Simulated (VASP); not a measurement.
# Cu5Mo (P-3m1) in VASP: a series of runs, part 2 of 2

VASP 6.6.1. Earlier steps stand in the parts before.

## (4) Single point, PBE

This run uses another cell than the first one: it holds 12 atoms, not 6.

INCAR reads:

```
SYSTEM = Cu5Mo
  PREC = Accurate
  ENCUT = 520
  EDIFF = 1E-6
  ISMEAR = 0
  SIGMA = 0.2
  LREAL = .FALSE.
  LASPH = .TRUE.
  NELM = 60
  ALGO = Fast
  ISIF = 2
  LWAVE = .FALSE.
  LCHARG = .FALSE.
  GGA = PE
  NBANDS = 81
```

KPOINTS reads:

```
Automatic mesh
0
G
  7 7 1
  0 0 0
```

POSCAR reads:

```
Cu5Mo
1.0
    2.6347040117      0.0000000000      0.0000000000
   -1.3173520059      2.2817206056      0.0000000000
    0.0000000000      0.0000000000     25.6982898552
Cu Mo
10 2
Direct
    0.0000000000      0.0000000000      0.1370668421
    0.6666666667      0.3333333333      0.2179540868
    0.0000000000      0.0000000000      0.8629331579
    0.3333333333      0.6666666667      0.7820459132
    0.0000000000      0.0000000000      0.3792139860
    0.6666666667      0.3333333333      0.4597414938
    0.3333333333      0.6666666667      0.2987027979
    0.6666666667      0.3333333333      0.7012972021
    0.0000000000      0.0000000000      0.6207860140
    0.3333333333      0.6666666667      0.5402585062
    0.3333333333      0.6666666667      0.0478569137
    0.6666666667      0.3333333333      0.9521430863
```

Potentials or basis: VASP PAW PBE potentials, release 64 (Cu, Mo_sv).

Started as:

```
cat potpaw_PBE.64/Cu/POTCAR potpaw_PBE.64/Mo_sv/POTCAR > POTCAR
mpirun -np 1 vasp_std > vasp.out
```

OUTCAR:

```text
SYSTEM = Cu5Mo
   PREC = Accurate
   ENCUT = 520
   EDIFF = 1E-6
   ISMEAR = 0
   LREAL = .FALSE.
   LASPH = .TRUE.
   NELM = 60
   ISIF = 2
   GGA = PE

 ion  position               nearest neighbor table
   1  0.000  0.000  0.137-   2 2.58   2 2.58   2 2.58  11 2.75  11 2.75  11 2.75
   2  0.667  0.333  0.218-   7 2.57   7 2.57   7 2.57   1 2.58   1 2.58   1 2.58
   3  0.000  0.000  0.863-   4 2.58   4 2.58   4 2.58  12 2.75  12 2.75  12 2.75
   4  0.333  0.667  0.782-   8 2.57   8 2.57   8 2.57   3 2.58   3 2.58   3 2.58
   5  0.000  0.000  0.379-   7 2.57   7 2.57   7 2.57   6 2.57   6 2.57   6 2.57
   6  0.667  0.333  0.460-  10 2.57  10 2.57  10 2.57   5 2.57   5 2.57   5 2.57
   7  0.333  0.667  0.299-   5 2.57   5 2.57   5 2.57   2 2.57   2 2.57   2 2.57
   8  0.667  0.333  0.701-   9 2.57   9 2.57   9 2.57   4 2.57   4 2.57   4 2.57
   9  0.000  0.000  0.621-   8 2.57   8 2.57   8 2.57  10 2.57  10 2.57  10 2.57
  10  0.333  0.667  0.540-   6 2.57   6 2.57   6 2.57   9 2.57   9 2.57   9 2.57
  11  0.333  0.667  0.048-   1 2.75   1 2.75   1 2.75  12 2.89  12 2.89  12 2.89
  12  0.667  0.333  0.952-   3 2.75   3 2.75   3 2.75  11 2.89  11 2.89  11 2.89

  LATTYP: Found a hexagonal cell.
 ALAT       =     2.6347040117
 C/A-ratio  =     9.7537673079

  Lattice vectors:

 A1 = (   2.6347040117,   0.0000000000,   0.0000000000)
 A2 = (  -1.3173520059,   2.2817206056,   0.0000000000)
 A3 = (   0.0000000000,   0.0000000000,  25.6982898552)

Analysis of symmetry for initial positions (statically):
=====================================================================
 Subroutine PRICEL returns:
 Original cell was already a primitive cell.

 Routine SETGRP: Setting up the symmetry group for a
 hexagonal supercell.

 Subroutine GETGRP returns: Found 12 space group operations
 (whereof 12 operations were pure point group operations)
 out of a pool of 24 trial point group operations.

The static configuration has the point symmetry D_3d.

Analysis of symmetry for dynamics (positions and initial velocities):
=====================================================================
 Subroutine PRICEL returns:
 Original cell was already a primitive cell.

 Routine SETGRP: Setting up the symmetry group for a
 hexagonal supercell.

 Subroutine GETGRP returns: Found 12 space group operations
 (whereof 12 operations were pure point group operations)
 out of a pool of 24 trial point group operations.

The dynamic configuration has the point symmetry D_3d.

 Subroutine INISYM returns: Found 12 space group operations
 (whereof 12 operations are pure point group operations),
 and found     1 'primitive' translations

----------------------------------------------------------------------------------------

                                     Primitive cell

  volume of cell :     154.4893

  direct lattice vectors                    reciprocal lattice vectors
     2.634704012  0.000000000  0.000000000     0.379549276  0.219132877  0.000000000
    -1.317352006  2.281720606  0.000000000     0.000000000  0.438265753  0.000000000
     0.000000000  0.000000000 25.698289855     0.000000000  0.000000000  0.038913095

[... 69 lines left out ...]
   number of dos      NEDOS =    301   number of ions     NIONS =     12
   total plane-waves  NPLWV =  76800
   dimension x,y,z NGX =    20 NGY =   20 NGZ =  192
   dimension x,y,z NGXF=    40 NGYF=   40 NGZF=  384
   ions per type =              10   2
   NGX,Y,Z   is equivalent  to a cutoff of  12.62, 12.62, 12.42 a.u.
   NGXF,Y,Z  is equivalent  to a cutoff of  25.24, 25.24, 24.84 a.u.
 SYSTEM =  Cu5Mo
   PREC   = accura    normal or accurate (medium, high low for compatibility)
   ISTART =      0    job   : 0-new  1-cont  2-samecut
   ICHARG =      2    charge: 1-file 2-atom 10-const
   ISPIN  =      1    spin polarized calculation?
   LNONCOLLINEAR =      F non collinear calculations
   LSORBIT =      F    spin-orbit coupling
   LASPH  =      T    aspherical Exc in radial PAW
   ENCUT  =  520.0 eV  38.22 Ry    6.18 a.u.   4.90  4.90 47.78*2*pi/ulx,y,z
   NELM   =     60;   NELMIN=  2; NELMDL= -5     # of ELM steps
   EDIFF  = 0.1E-05   stopping-criterion for ELM
   LREAL  =      F    real-space projection
   EDIFFG = 0.1E-04   stopping-criterion for IOM
   NSW    =      0    number of steps for IOM
   IBRION =     -1    ionic relax: 0-MD 1-quasi-New 2-CG
   NFREE  =      0    steps in history (QN), initial steepest desc. (CG)
   ISIF   =      2    stress and relaxation
   ISYM   =      2    0-nonsym 1-usesym 2-fastsym
   POTIM  = 0.5000    time-step for ionic-motion
   TEBEG  =    0.0;   TEEND  =   0.0 temperature during run
   PSTRESS=    0.0 pullay stress
   NELECT =     138.0000    total number of electrons
   NUPDOWN=      -1.0000    fix difference up-down
   EMIN   =  10.00;   EMAX   =-10.00  energy-range for DOS
   EFERMI =   0.00;   METHOD = LEGACY
   ISMEAR =     0;   SIGMA  =   0.20  broadening in eV -4-tet -1-fermi 0-gaus
   EFERMI_NEDOS =   21; number of points for ismear=-14 and -15
   IALGO  =     68    algorithm
   IMIX   =      4    mixing-type and parameters
     AMIX     =   0.40;   BMIX     =  1.00
     AMIX_MAG =   1.60;   BMIX_MAG =  1.00
  volume/ion in A,a.u.               =      12.87        86.88
  Fermi-wavevector in a.u.,A,eV,Ry     =   1.576649  2.979435 33.821663  2.485822
  Thomas-Fermi vector in A             =   2.677450
   LORBIT       =      0    0 simple, 1 ext, 2 COOP (PROOUT), +10 PAW based schemes
   GGA     = PE    functional components
   LHFCALC =     F    Hartree Fock is set to
   AEXX    =    0.0000 exact exchange contribution
   IVDW    =     0    specifies the selected vdW correction
   LEPSILON=     F    determine dielectric tensor
   LRPA    =     F    only Hartree local field effects (RPA)
 non-spin polarized calculation
 RMM-DIIS sequential band-by-band and
 Gauss-broadening in eV      SIGMA  =   0.20
  energy-cutoff  :      520.00
  volume of cell :      154.49
 maximum number of plane-waves:      4211
 NGX is ok and might be reduce to    20

 number of electron     137.9999970 magnetization

 Free energy of the ion-electron system (eV)
  ---------------------------------------------------
  ext. energy  EPLUGINS =         0.00000000
  ---------------------------------------------------
  free energy    TOTEN  =       -57.92421087 eV

  energy without entropy =      -57.82921173  energy(sigma->0) =      -57.87671130

 E-fermi :   8.2874     XC(G=0): -12.6502

 val. band max:        8.2559078973   @ k =   0.1429  -0.0000   0.0000
 cond. band min:       8.2989293824   @ k =   0.1429   0.1429   0.0000
 fundamental gap:      0.0430214851
 Fermi energy:         8.2874386938

 k-point     1 :       0.0000    0.0000    0.0000
  band No.  band energies     occupation
      1     -52.8431      2.00000
      2     -52.7542      2.00000
      3     -27.2726      2.00000
      4     -26.6725      2.00000
      5     -25.8468      2.00000
      6     -25.8468      2.00000
[... 661 lines left out ...]
     80      12.9036      0.00000
     81      13.0993      0.00000

------------------------ aborting loop because EDIFF is reached ----------------------------------------

  FORCE on cell =-STRESS in cart. coord.  units (eV):
  Direction    XX          YY          ZZ          XY          YZ          ZX
  --------------------------------------------------------------------------------------
  -------------------------------------------------------------------------------------
  Total        0.6869899      0.6869899      0.5082429     -0.0000000     -0.0000000     -0.0000000
  in kB        7.1246313      7.1246313      5.2708832     -0.0000000     -0.0000000     -0.0000000
  external PRESSURE =       6.5067153 kB  Pullay stress =       0.0000000 kB

 VOLUME and BASIS-vectors are now :
 -----------------------------------------------------------------------------
  energy-cutoff  :      520.00
  volume of cell :      154.49
      direct lattice vectors                 reciprocal lattice vectors
     2.634704012  0.000000000  0.000000000     0.379549276  0.219132877  0.000000000
    -1.317352006  2.281720606  0.000000000     0.000000000  0.438265753  0.000000000
     0.000000000  0.000000000 25.698289855     0.000000000  0.000000000  0.038913095

 POSITION                                       TOTAL-FORCE (eV/Angst)
 -----------------------------------------------------------------------------------
      0.00000      0.00000      3.52238        -0.000000     -0.000000      0.009994
      1.31735      0.76057      5.60105         0.000000     -0.000000     -0.010977
      0.00000      0.00000     22.17591         0.000000      0.000000     -0.009994
     -0.00000      1.52115     20.09724        -0.000000      0.000000      0.010977
      0.00000      0.00000      9.74515         0.000000     -0.000000     -0.002297
      1.31735      0.76057     11.81457        -0.000000      0.000000      0.000501
     -0.00000      1.52115      7.67615        -0.000000      0.000000     -0.000559
      1.31735      0.76057     18.02214         0.000000     -0.000000      0.000559
      0.00000      0.00000     15.95314        -0.000000      0.000000      0.002297
     -0.00000      1.52115     13.88372        -0.000000     -0.000000     -0.000501
     -0.00000      1.52115      1.22984        -0.000000      0.000000     -0.008130
      1.31735      0.76057     24.46845         0.000000      0.000000      0.008130
 -----------------------------------------------------------------------------------
    total drift:                                0.000000     -0.000000      0.000000

  FREE ENERGIE OF THE ION-ELECTRON SYSTEM (eV)
  ---------------------------------------------------
  free  energy   TOTEN  =       -57.9242108718 eV

  energy  without entropy=      -57.8292117285  energy(sigma->0) =      -57.87671130
```

Wall time 3.6 min (1 thread of Intel Xeon Platinum 8375C at 2.90GHz (Ice Lake), shared host); peak memory 0.29 GiB.

What came out:

```yaml
Free_energy: -57.9242 eV
Pressure: 0.7 GPa
Largest_force: 0.011 eV/Å
Band_gap_on_the_k_mesh: zero (bands 69 and 70 overlap by 2.37 eV)
```

Forces in eV/Å, atoms in the order of the input:
```
Cu   0.000  0.000  0.010
Cu   0.000  0.000 -0.011
Cu   0.000  0.000 -0.010
Cu   0.000  0.000  0.011
Cu   0.000  0.000 -0.002
Cu   0.000  0.000  0.001
Cu   0.000  0.000 -0.001
Cu   0.000  0.000  0.001
Cu   0.000  0.000  0.002
Cu   0.000  0.000 -0.001
Mo   0.000  0.000 -0.008
Mo   0.000  0.000  0.008
```

Stress tensor (GPa, compression positive):
```
0.71 0.00 0.00
0.00 0.71 0.00
0.00 0.00 0.53
```

Levels at points of the mesh, in eV from the Fermi level:
| k point | band 67 | band 68 | band 69 | band 70 | band 71 | band 72 |
| --- | --- | --- | --- | --- | --- | --- |
| (0.00, 0.00, 0.00) | -1.81 | -1.75 | -1.75 | -1.56 | -1.48 | -0.82 |

Caveat: the k points lie up to 0.39 Å⁻¹ apart, too coarse for converged energies and pressures of a metal.

## (5) Single point, PBE

INCAR reads:

```
SYSTEM = Cu5Mo
  PREC = Accurate
  ENCUT = 520
  EDIFF = 1E-6
  ISMEAR = 0
  SIGMA = 0.1
  LREAL = .False.
  LASPH = .True.
  NELM = 60
  ALGO = Fast
  ISIF = 2
  LWAVE = .False.
  LCHARG = .False.
  GGA = PE
  NBANDS = 44
```

KPOINTS reads:

```
regular mesh
0
Gamma
  12 12 4
  0 0 0
```

POSCAR reads:

```
Cu5Mo
1.0
    2.6319960947      0.0000000000      0.0000000000
   -1.3159980473      2.2793754807      0.0000000000
    0.0000000000      0.0000000000     12.8352198984
Cu Mo
5 1
Direct
    0.6666666667      0.3333333333      0.8214316249
    0.3333333333      0.6666666667      0.6602964338
    0.3333333333      0.6666666667      0.1785683751
    0.6666666667      0.3333333333      0.3397035662
    0.0000000000      0.0000000000      0.5000000000
    0.0000000000      0.0000000000      0.0000000000
```

Started as:

```
cat potpaw_PBE.64/Cu/POTCAR potpaw_PBE.64/Mo_sv/POTCAR > POTCAR
mpirun -np 1 vasp_std > vasp.out
```

It took 5.3 min on 1 thread of Intel Xeon Platinum 8375C at 2.90GHz (Ice Lake), shared host; peak memory 0.31 GiB.

It converged, with:

```
Free energy            : -28.7865 eV
Pressure               : 0.5 GPa
Largest force          : 0.006 eV/Å
Band gap on the k mesh : zero (an odd number of electrons rules out a gap without spin polarisation)
```

Forces on the atoms (eV/Å):
```
Cu   0.000  0.000 -0.006
Cu   0.000  0.000  0.001
Cu   0.000  0.000  0.006
Cu   0.000  0.000 -0.001
Cu   0.000  0.000  0.000
Mo   0.000  0.000  0.000
```

Levels at points of the mesh, in eV from the Fermi level:
```
           k point  band 32  band 33  band 34  band 35  band 36  band 37  band 38  band 39
(0.00, 0.00, 0.00)    -1.93    -1.93    -1.66    -1.66    -0.47    -0.47    -0.46     2.88
(0.50, 0.00, 0.00)    -0.70    -0.53     0.63     0.77     1.30     1.68     2.62     2.92
(0.00, 0.00, 0.50)    -1.95    -1.65    -1.65    -1.53    -1.29    -0.47    -0.47     2.88
(0.50, 0.00, 0.50)    -0.80     0.06     0.14     0.97     1.24     1.68     2.56     3.07
```

## (6) Overview

| cell | k mesh | cutoff (eV) | smearing | gap on the mesh (eV) | pressure (GPa) | largest force (eV/Å) |
| --- | --- | --- | --- | --- | --- | --- |
| a = 2.630, b = 2.630, c = 12.873 Å, angles 90.0, 90.0, 120.0°, 6 atoms, atomic positions A | 6 × 6 × 2 | 600 | gaussian 0.1 eV | none | 0.2 | 0.04 |
| a = 2.630, b = 2.630, c = 12.873 Å, angles 90.0, 90.0, 120.0°, 6 atoms, atomic positions A | 7 × 7 × 2 | 520 | gaussian 0.2 eV | none | 1.1 | 0.01 |
| a = 2.635, b = 2.635, c = 25.698 Å, angles 90.0, 90.0, 120.0°, 12 atoms, atomic positions B | 7 × 7 × 1 | 520 | gaussian 0.2 eV | none | 0.7 | 0.01 |
| a = 2.632, b = 2.632, c = 12.835 Å, angles 90.0, 90.0, 120.0°, 6 atoms, atomic positions C | 12 × 12 × 4 | 520 | gaussian 0.1 eV | none | 0.5 | 0.01 |

Alike in all rows: task single point; level PBE; potentials or basis VASP PAW PBE potentials, release 64 (Cu, Mo_sv); no spin polarisation.

Caveats: some runs use coarse meshes.

Total energies depend on the potentials used, so only differences within one code and one set of settings carry meaning.
